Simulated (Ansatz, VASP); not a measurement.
Two plane-wave programs on BaTiO3

```
Ba Ti O
1.0
     4.05905    0.00000    0.00000
     0.00000    4.05905    0.00000
     0.00000    0.00000    4.05905
Ba Ti O
1 1 3
Cartesian
  2.0295 2.0295 2.0295
  0.0000 0.0000 0.0000
  2.0295 0.0000 0.0000
  0.0000 2.0295 0.0000
  0.0000 0.0000 2.0295
```

Alike in both runs: task single point; functional PBE; k mesh 6 × 6 × 6; no spin polarisation.

|  | VASP | Ansatz |
| --- | --- | --- |
| version | VASP 6.6.1 | Ansatz 0.2.0 |
| potentials or method | VASP PAW PBE potentials, release 64 (Ba_sv, Ti_sv, O) | plane waves, PAW |
| plane-wave cutoff (eV) | 520 | 420 |
| occupations | gaussian, width 0.01 eV | fixed |
| valence electrons in the cell | 40 | 40 |

|  | VASP | Ansatz | Ansatz less VASP |
| --- | --- | --- | --- |
| gap on the k mesh at the Fermi level (eV) | 1.66 | 1.72 | +0.060 |
| pressure (GPa) | -3.0 | -4.5 | -1.55 |

Spin-orbit coupling is off throughout.
